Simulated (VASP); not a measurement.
# PbSe in VASP: settings compared

The runs below take PbSe through single point, with PBE, r2SCAN.

Everything below comes from runs of VASP 6.6.1. Logs are shortened: lines on timing, memory, paths and dates and some standing lists are left out, and cuts for length are marked.

## (1) The cell of the first run

It takes space group Fm-3m (No. 225, cubic). Conventional cell: a = 6.465 Å, b = 6.465 Å, c = 6.465 Å, α = 90.00°, β = 90.00°, γ = 90.00°. Within 4.3 Å of Pb (site symmetry m-3m) lie 6 Se at 3.23 Å. Within 4.3 Å of Se (site symmetry m-3m) lie 6 Pb at 3.23 Å.

## (2) Single point, PBE (strain +5.3%)

INCAR reads:

```
SYSTEM = PbSe
PREC     = Accurate       ! precision mode
ENCUT    = 500            ! plane-wave cutoff, eV
EDIFF    = 1E-6           ! SCF threshold, eV
ISMEAR   = -1             ! smearing method
SIGMA    = 0.02           ! smearing width, eV
LREAL    = .FALSE.        ! projectors in reciprocal space
LASPH    = .TRUE.         ! aspherical terms in the spheres
NELM     = 120            ! most SCF steps
ALGO     = Normal         ! electronic algorithm
ISIF     = 2              ! what is computed and relaxed
LWAVE    = .FALSE.        ! write WAVECAR
LCHARG   = .FALSE.        ! write CHGCAR
GGA      = PE             ! functional
NBANDS   = 17             ! bands
GGA_COMPAT= .FALSE.
```

KPOINTS reads:

```
Automatic mesh
0
G
  8 8 8
  0 0 0
```

POSCAR reads:

```
PbSe
1.0
    0.0000000000      3.2326898701      3.2326898701
    3.2326898701      0.0000000000      3.2326898701
    3.2326898701      3.2326898701      0.0000000000
Pb Se
1 1
Direct
    0.0000000000      0.0000000000      0.0000000000
    0.5000000000      0.5000000000      0.5000000000
```

Potentials or basis: VASP PAW PBE potentials, release 64 (Pb_d, Se).

Started as:

```bash
$ cat potpaw_PBE.64/Pb_d/POTCAR potpaw_PBE.64/Se/POTCAR > POTCAR
$ mpirun -np 1 vasp_std > vasp.out
```

OUTCAR:

```text
SYSTEM = PbSe
   PREC = Accurate
   ENCUT = 500
   EDIFF = 1E-6
   ISMEAR = -1
   LREAL = .FALSE.
   LASPH = .TRUE.
   NELM = 120
   ISIF = 2
   GGA = PE

 ion  position               nearest neighbor table
   1  0.000  0.000  0.000-   2 3.23   2 3.23   2 3.23   2 3.23   2 3.23   2 3.23
   2  0.500  0.500  0.500-   1 3.23   1 3.23   1 3.23   1 3.23   1 3.23   1 3.23

  LATTYP: Found a face centered cubic cell.
 ALAT       =     6.4653797402

  Lattice vectors:

 A1 = (   0.0000000000,   3.2326898701,   3.2326898701)
 A2 = (   3.2326898701,   0.0000000000,   3.2326898701)
 A3 = (   3.2326898701,   3.2326898701,   0.0000000000)

Analysis of symmetry for initial positions (statically):
=====================================================================
 Subroutine PRICEL returns:
 Original cell was already a primitive cell.

 Routine SETGRP: Setting up the symmetry group for a
 face centered cubic supercell.

 Subroutine GETGRP returns: Found 48 space group operations
 (whereof 48 operations were pure point group operations)
 out of a pool of 48 trial point group operations.

The static configuration has the point symmetry O_h .

Analysis of symmetry for dynamics (positions and initial velocities):
=====================================================================
 Subroutine PRICEL returns:
 Original cell was already a primitive cell.

 Routine SETGRP: Setting up the symmetry group for a
 face centered cubic supercell.

 Subroutine GETGRP returns: Found 48 space group operations
 (whereof 48 operations were pure point group operations)
 out of a pool of 48 trial point group operations.

The dynamic configuration has the point symmetry O_h .

 Subroutine INISYM returns: Found 48 space group operations
 (whereof 48 operations are pure point group operations),
 and found     1 'primitive' translations

----------------------------------------------------------------------------------------

                                     Primitive cell

  volume of cell :      67.5651

  direct lattice vectors                    reciprocal lattice vectors
     0.000000000  3.232689870  3.232689870    -0.154669956  0.154669956  0.154669956
     3.232689870  0.000000000  3.232689870     0.154669956 -0.154669956  0.154669956
     3.232689870  3.232689870  0.000000000     0.154669956  0.154669956 -0.154669956

  length of vectors
     4.571713857  4.571713857  4.571713857     0.267896222  0.267896222  0.267896222

  position of ions in fractional coordinates (direct lattice)
     0.000000000  0.000000000  0.000000000
     0.500000000  0.500000000  0.500000000

  ion indices of the primitive-cell ions
   primitive index   ion index
                 1           1
                 2           2

----------------------------------------------------------------------------------------

 KPOINTS: Automatic mesh

Automatic generation of k-mesh.
 Grid dimensions read from file:
 generate k-points for:    8    8    8

 Generating k-lattice:

  Cartesian coordinates                     Fractional coordinates (reciprocal lattice)
    -0.019333745  0.019333745  0.019333745     0.125000000  0.000000000  0.000000000
     0.019333745 -0.019333745  0.019333745     0.000000000  0.125000000  0.000000000
     0.019333745  0.019333745 -0.019333745     0.000000000  0.000000000  0.125000000

  Length of vectors
     0.033487028  0.033487028  0.033487028

  Shift w.r.t. Gamma in fractional coordinates (k-lattice)
     0.000000000  0.000000000  0.000000000

 Subroutine IBZKPT returns following result:
 ===========================================

 Found     29 irreducible k-points:

 Following reciprocal coordinates:
            Coordinates               Weight
  0.000000  0.000000  0.000000      1.000000
  0.125000  0.000000  0.000000      8.000000
  0.250000  0.000000  0.000000      8.000000
  0.375000  0.000000  0.000000      8.000000
  0.500000  0.000000  0.000000      4.000000
  0.125000  0.125000  0.000000      6.000000
[... 16 lines left out ...]
  0.500000  0.250000  0.125000     48.000000
 -0.375000  0.250000  0.125000     24.000000
 [... further k-points ...]
   k-points           NKPTS =     29   k-points in BZ     NKDIM =     29   number of bands    NBANDS=     17
   number of dos      NEDOS =    301   number of ions     NIONS =      2
   total plane-waves  NPLWV =  46656
   dimension x,y,z NGX =    36 NGY =   36 NGZ =   36
   dimension x,y,z NGXF=    72 NGYF=   72 NGZF=   72
   ions per type =               1   1
   NGX,Y,Z   is equivalent  to a cutoff of  13.09, 13.09, 13.09 a.u.
   NGXF,Y,Z  is equivalent  to a cutoff of  26.18, 26.18, 26.18 a.u.
 SYSTEM =  PbSe
   PREC   = accura    normal or accurate (medium, high low for compatibility)
   ISTART =      0    job   : 0-new  1-cont  2-samecut
   ICHARG =      2    charge: 1-file 2-atom 10-const
   ISPIN  =      1    spin polarized calculation?
   LNONCOLLINEAR =      F non collinear calculations
   LSORBIT =      F    spin-orbit coupling
   LASPH  =      T    aspherical Exc in radial PAW
   ENCUT  =  500.0 eV  36.75 Ry    6.06 a.u.   8.34  8.34  8.34*2*pi/ulx,y,z
   NELM   =    120;   NELMIN=  2; NELMDL= -5     # of ELM steps
   EDIFF  = 0.1E-05   stopping-criterion for ELM
   LREAL  =      F    real-space projection
   EDIFFG = 0.1E-04   stopping-criterion for IOM
   NSW    =      0    number of steps for IOM
   IBRION =     -1    ionic relax: 0-MD 1-quasi-New 2-CG
   NFREE  =      0    steps in history (QN), initial steepest desc. (CG)
   ISIF   =      2    stress and relaxation
   ISYM   =      2    0-nonsym 1-usesym 2-fastsym
   POTIM  = 0.5000    time-step for ionic-motion
   TEBEG  =    0.0;   TEEND  =   0.0 temperature during run
   PSTRESS=    0.0 pullay stress
   NELECT =      20.0000    total number of electrons
   NUPDOWN=      -1.0000    fix difference up-down
   EMIN   =  10.00;   EMAX   =-10.00  energy-range for DOS
   EFERMI =   0.00;   METHOD = LEGACY
   ISMEAR =    -1;   SIGMA  =   0.02  broadening in eV -4-tet -1-fermi 0-gaus
   EFERMI_NEDOS =   21; number of points for ismear=-14 and -15
   IALGO  =     38    algorithm
   IMIX   =      4    mixing-type and parameters
     AMIX     =   0.40;   BMIX     =  1.00
     AMIX_MAG =   1.60;   BMIX_MAG =  1.00
  volume/ion in A,a.u.               =      33.78       227.98
  Fermi-wavevector in a.u.,A,eV,Ry     =   1.091049  2.061783 16.196201  1.190387
  Thomas-Fermi vector in A             =   2.227286
   LORBIT       =      0    0 simple, 1 ext, 2 COOP (PROOUT), +10 PAW based schemes
   GGA     = PE    functional components
   LHFCALC =     F    Hartree Fock is set to
   AEXX    =    0.0000 exact exchange contribution
   IVDW    =     0    specifies the selected vdW correction
   LEPSILON=     F    determine dielectric tensor
   LRPA    =     F    only Hartree local field effects (RPA)
 non-spin polarized calculation
  energy-cutoff  :      500.00
  volume of cell :       67.57
 maximum number of plane-waves:      1732
 NGX is ok and might be reduce to    36
   NGX = 17   NGY = 17   NGZ = 17

 number of electron      20.0000003 magnetization

 Free energy of the ion-electron system (eV)
  ---------------------------------------------------
  ext. energy  EPLUGINS =         0.00000000
  ---------------------------------------------------
  free energy    TOTEN  =        -8.09034714 eV

  energy without entropy =       -8.09034714  energy(sigma->0) =       -8.09034714

 E-fermi :   3.4912     XC(G=0):  -8.7948

 val. band max:        3.1338475528   @ k =   0.5000   0.0000   0.0000
 cond. band min:       3.8502281269   @ k =   0.5000   0.0000   0.0000
 fundamental gap:      0.7163805741
 Fermi energy:         3.4911951198

 k-point     1 :       0.0000    0.0000    0.0000
  band No.  band energies     occupation
      1     -13.4524      2.00000
      2     -13.4524      2.00000
      3     -13.4524      2.00000
      4     -13.4422      2.00000
      5     -13.4422      2.00000
      6      -9.1515      2.00000
[... 9 lines left out ...]
     16      10.0358      0.00000
     17      10.7232      0.00000

 k-point     2 :       0.1250    0.0000    0.0000
  band No.  band energies     occupation
      1     -13.4520      2.00000
      2     -13.4510      2.00000
      3     -13.4510      2.00000
      4     -13.4428      2.00000
      5     -13.4428      2.00000
      6      -9.0658      2.00000
[... 9 lines left out ...]
     16      10.3261      0.00000
     17      11.7434      0.00000

 k-point     3 :       0.2500    0.0000    0.0000
  band No.  band energies     occupation
      1     -13.4512      2.00000
      2     -13.4512      2.00000
      3     -13.4509      2.00000
      4     -13.4405      2.00000
      5     -13.4405      2.00000
      6      -8.8367      2.00000
[... 9 lines left out ...]
     16      11.1035      0.00000
     17      13.4987      0.00000

 k-point     4 :       0.3750    0.0000    0.0000
  band No.  band energies     occupation
      1     -13.4541      2.00000
      2     -13.4541      2.00000
      3     -13.4499      2.00000
      4     -13.4354      2.00000
      5     -13.4354      2.00000
      6      -8.5632      2.00000
[... 9 lines left out ...]
     16      12.2880      0.00000
     17      13.9618      0.00000
[... 343 lines left out ...]
      1     -13.4584      2.00000
      2     -13.4532      2.00000
      3     -13.4459      2.00000
      4     -13.4415      2.00000
      5     -13.4360      2.00000
      6      -8.6576      2.00000
[... 9 lines left out ...]
     16      12.3297      0.00000
     17      13.0656      0.00000

 k-point    23 :       0.5000    0.2500    0.1250
  band No.  band energies     occupation
      1     -13.4634      2.00000
      2     -13.4501      2.00000
      3     -13.4469      2.00000
      4     -13.4389      2.00000
      5     -13.4345      2.00000
      6      -8.4312      2.00000
[... 9 lines left out ...]
     16      12.9788      0.00000
     17      13.8307      0.00000

 k-point    24 :      -0.3750    0.2500    0.1250
  band No.  band energies     occupation
      1     -13.4653      2.00000
      2     -13.4498      2.00000
      3     -13.4444      2.00000
      4     -13.4407      2.00000
      5     -13.4331      2.00000
      6      -8.3264      2.00000
[... 9 lines left out ...]
     16      13.8511      0.00000
     17      13.9545      0.00000

 [... further k-points ...]

------------------------ aborting loop because EDIFF is reached ----------------------------------------

  FORCE on cell =-STRESS in cart. coord.  units (eV):
  Direction    XX          YY          ZZ          XY          YZ          ZX
  --------------------------------------------------------------------------------------
  -------------------------------------------------------------------------------------
  Total       -1.7857553     -1.7857553     -1.7857553      0.0000000      0.0000000      0.0000000
  in kB      -42.3458062    -42.3458062    -42.3458062      0.0000000      0.0000000      0.0000000
  external PRESSURE =     -42.3458062 kB  Pullay stress =       0.0000000 kB

 VOLUME and BASIS-vectors are now :
 -----------------------------------------------------------------------------
  energy-cutoff  :      500.00
  volume of cell :       67.57
      direct lattice vectors                 reciprocal lattice vectors
     0.000000000  3.232689870  3.232689870    -0.154669956  0.154669956  0.154669956
     3.232689870  0.000000000  3.232689870     0.154669956 -0.154669956  0.154669956
     3.232689870  3.232689870  0.000000000     0.154669956  0.154669956 -0.154669956

 POSITION                                       TOTAL-FORCE (eV/Angst)
 -----------------------------------------------------------------------------------
      0.00000      0.00000      0.00000         0.000000      0.000000      0.000000
      3.23269      3.23269      3.23269         0.000000      0.000000     -0.000000
 -----------------------------------------------------------------------------------
    total drift:                                0.000000      0.000000      0.000000

  FREE ENERGIE OF THE ION-ELECTRON SYSTEM (eV)
  ---------------------------------------------------
  free  energy   TOTEN  =        -8.0903471380 eV

  energy  without entropy=       -8.0903471378  energy(sigma->0) =       -8.09034714
```

It took 21 s on 1 thread of Intel Xeon Platinum 8488C (Sapphire Rapids), shared host; peak memory 0.21 GiB.

Results:

| Item | Value |
| --- | --- |
| Free energy | -8.0903 eV |
| Pressure | -4.2 GPa |
| Band gap on the k mesh | 0.72 eV |

Caveat: the cell differs from its parent crystal (strain +5.3%); the cell stands under tension; spin-orbit coupling is left out, which moves the levels of the heavy elements. A k mesh can miss the band edges.

[end of part 1 of 2]
